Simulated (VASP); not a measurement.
# FeO (Pm-3m) in VASP: a series of runs, part 2 of 2

VASP 6.6.1.

### 3 Single point, PBE, collinear spin, ferromagnetic start

This run uses another cell than the first one, of 8.38 Å³/atom, 0.940 times its volume.

File INCAR:

```
SYSTEM = FeO
ALGO = Normal ; EDIFF = 1E-6
ENCUT = 600 ; GGA = PE
GGA_COMPAT = .FALSE. ; ISIF = 2
ISMEAR = -1 ; ISPIN = 2
LASPH = .TRUE. ; LCHARG = .FALSE.
LMAXMIX = 4 ; LORBIT = 11
LREAL = .FALSE. ; LWAVE = .FALSE.
MAGMOM = 3 0 ; NBANDS = 22
NELM = 200 ; PREC = Accurate
SIGMA = 0.05
```

File KPOINTS:

```
k-points
0
G
  10 10 10
  0 0 0
```

File POSCAR:

```
FeO
1.0
    2.5591389590      0.0000000000      0.0000000000
    0.0000000000      2.5591389590      0.0000000000
    0.0000000000      0.0000000000      2.5591389590
Fe O
1 1
Direct
    0.0000000000      0.0000000000      0.0000000000
    0.5000000000      0.5000000000      0.5000000000
```

Potentials or basis: VASP PAW PBE potentials, release 64 (Fe_sv, O).

Command:

```sh
$ cat potpaw_PBE.64/Fe_sv/POTCAR potpaw_PBE.64/O/POTCAR > POTCAR
$ mpirun -np 1 vasp_std > vasp.out
```

OUTCAR:

```text
SYSTEM = FeO
   EDIFF = 1E-6
   ENCUT = 600
   GGA = PE
   ISIF = 2
   ISMEAR = -1
   ISPIN = 2
   LASPH = .TRUE.
   LORBIT = 11
   LREAL = .FALSE.
   NELM = 200
   PREC = Accurate

 ion  position               nearest neighbor table
   1  0.000  0.000  0.000-   2 2.22   2 2.22   2 2.22   2 2.22   2 2.22   2 2.22   2 2.22   2 2.22

   2  0.500  0.500  0.500-   1 2.22   1 2.22   1 2.22   1 2.22   1 2.22   1 2.22   1 2.22   1 2.22

  LATTYP: Found a simple cubic cell.
 ALAT       =     2.5591389590

  Lattice vectors:

 A1 = (   2.5591389590,   0.0000000000,   0.0000000000)
 A2 = (   0.0000000000,   2.5591389590,   0.0000000000)
 A3 = (   0.0000000000,   0.0000000000,   2.5591389590)

Analysis of symmetry for initial positions (statically):
=====================================================================
 Subroutine PRICEL returns:
 Original cell was already a primitive cell.

 Routine SETGRP: Setting up the symmetry group for a
 simple cubic supercell.

 Subroutine GETGRP returns: Found 48 space group operations
 (whereof 48 operations were pure point group operations)
 out of a pool of 48 trial point group operations.

The static configuration has the point symmetry O_h .

Analysis of symmetry for dynamics (positions and initial velocities):
=====================================================================
 Subroutine PRICEL returns:
 Original cell was already a primitive cell.

 Routine SETGRP: Setting up the symmetry group for a
 simple cubic supercell.

 Subroutine GETGRP returns: Found 48 space group operations
 (whereof 48 operations were pure point group operations)
 out of a pool of 48 trial point group operations.

The dynamic configuration has the point symmetry O_h .

Analysis of structural, dynamic, and magnetic symmetry:
=====================================================================
 Subroutine PRICEL returns:
 Original cell was already a primitive cell.

 Routine SETGRP: Setting up the symmetry group for a
 simple cubic supercell.

 Subroutine GETGRP returns: Found 48 space group operations
 (whereof 48 operations were pure point group operations)
[... 141 lines left out ...]
 Free energy of the ion-electron system (eV)
  ---------------------------------------------------
  ext. energy  EPLUGINS =         0.00000000
  ---------------------------------------------------
  free energy    TOTEN  =       -14.34974705 eV

  energy without entropy =      -14.34589932  energy(sigma->0) =      -14.34782319

 E-fermi :  11.7096     XC(G=0): -13.7227

 val. band max:       11.7027530283   @ k =   0.5000   0.5000   0.5000
 cond. band min:      11.7525436325   @ k =   0.5000   0.3000   0.3000
 fundamental gap:      0.0497906042
 Fermi energy:        11.7096227500

 spin component 1

 k-point     1 :       0.0000    0.0000    0.0000
  band No.  band energies     occupation
      1     -77.8440      1.00000
      2     -43.7989      1.00000
      3     -43.7989      1.00000
      4     -43.7989      1.00000
      5      -9.4539      1.00000
      6       6.8608      1.00000
[... 589 lines left out ...]
     21      39.2304      0.00000
     22      42.0841      0.00000

 [... further k-points ...]

 spin component 2

 k-point     1 :       0.0000    0.0000    0.0000
  band No.  band energies     occupation
      1     -73.7573      1.00000
      2     -39.7973      1.00000
      3     -39.7973      1.00000
      4     -39.7973      1.00000
      5      -8.8228      1.00000
      6       9.2418      1.00000
[... 589 lines left out ...]
     21      40.1256      0.00000
     22      42.9971      0.00000

 [... further k-points ...]
[... 5 lines left out ...]
  --------------------------------------------------------------------------------------
  -------------------------------------------------------------------------------------
  Total        2.4073139      2.4073139      2.4073139      0.0000000      0.0000000     -0.0000000
  in kB      230.1238912    230.1238912    230.1238912      0.0000000      0.0000000     -0.0000000
  external PRESSURE =     230.1238912 kB  Pullay stress =       0.0000000 kB

 VOLUME and BASIS-vectors are now :
 -----------------------------------------------------------------------------
  energy-cutoff  :      600.00
  volume of cell :       16.76
      direct lattice vectors                 reciprocal lattice vectors
     2.559138959  0.000000000  0.000000000     0.390756429  0.000000000  0.000000000
     0.000000000  2.559138959  0.000000000     0.000000000  0.390756429  0.000000000
     0.000000000  0.000000000  2.559138959     0.000000000  0.000000000  0.390756429

 POSITION                                       TOTAL-FORCE (eV/Angst)
 -----------------------------------------------------------------------------------
      0.00000      0.00000      0.00000         0.000000      0.000000      0.000000
      1.27957      1.27957      1.27957         0.000000      0.000000      0.000000
 -----------------------------------------------------------------------------------
    total drift:                               -0.000000      0.000000     -0.000000

  FREE ENERGIE OF THE ION-ELECTRON SYSTEM (eV)
  ---------------------------------------------------
  free  energy   TOTEN  =       -14.3497470481 eV

  energy  without entropy=      -14.3458993248  energy(sigma->0) =      -14.34782319

 total charge

# of ion       s       p       d       tot
------------------------------------------
    1        2.115   6.008   5.551  13.674
    2        1.566   3.447   0.000   5.013
--------------------------------------------------
tot          3.681   9.455   5.551  18.687

 magnetization (x)

# of ion       s       p       d       tot
------------------------------------------
    1        0.008   0.011   3.369   3.388
    2        0.032   0.344   0.000   0.376
--------------------------------------------------
tot          0.040   0.355   3.369   3.764
```

OSZICAR:

```text
N       E                     dE             d eps       ncg     rms          rms(c)
DAV:   1     0.307643530274E+03    0.30764E+03   -0.13212E+04  5136   0.151E+03
DAV:   2    -0.341750646088E+00   -0.30799E+03   -0.29072E+03  5132   0.482E+02
DAV:   3    -0.165830437271E+02   -0.16241E+02   -0.16052E+02  5888   0.127E+02
DAV:   4    -0.168164842033E+02   -0.23344E+00   -0.23341E+00  5488   0.163E+01
DAV:   5    -0.168218667461E+02   -0.53825E-02   -0.53825E-02  5840   0.259E+00    0.167E+01
DAV:   6    -0.147710409040E+02    0.20508E+01   -0.11081E+01  7512   0.546E+01    0.233E+01
DAV:   7    -0.143857993743E+02    0.38524E+00   -0.22405E+00  6870   0.303E+01    0.104E+01
DAV:   8    -0.143637506983E+02    0.22049E-01   -0.10821E-01  6380   0.339E+00    0.591E+00
DAV:   9    -0.143552377269E+02    0.85130E-02   -0.45713E-02  7638   0.366E+00    0.152E+00
DAV:  10    -0.143494570583E+02    0.57807E-02   -0.21158E-02  7432   0.280E+00    0.201E-01
DAV:  11    -0.143497240497E+02   -0.26699E-03   -0.20433E-03  6446   0.429E-01    0.116E-01
DAV:  12    -0.143497500557E+02   -0.26006E-04   -0.19874E-04  7234   0.246E-01    0.575E-02
DAV:  13    -0.143497499390E+02    0.11669E-06   -0.31482E-05  6340   0.607E-02    0.243E-02
DAV:  14    -0.143497469665E+02    0.29725E-05   -0.44296E-06  6472   0.340E-02    0.423E-03
DAV:  15    -0.143497470481E+02   -0.81533E-07   -0.15820E-06  4074   0.956E-03
   1 F= -.14349747E+02 E0= -.14347823E+02  d E =-.384772E-02  mag=     3.9767
```

Run time: 32 s. Hardware: 1 thread of AMD EPYC 7R13 (Zen 3), shared host; peak memory 0.13 GiB.

Results:

```yaml
Free_energy: -14.3497 eV
Pressure: 23.0 GPa
Band_gap_on_the_k_mesh: zero (filled and empty bands overlap)
Net_moment: 3.98 μB per cell
Site_moments: Fe +3.39; O +0.38 μB
Valence_electrons_inside_the_program's_atomic_spheres: Fe 13.67; O 5.01
```

Caveat: a cell with one magnetic atom can't hold antiferromagnetic order, which such compounds often take; semilocal functionals often make such compounds metallic where correlation or magnetic order opens a gap, which also shifts bond lengths.
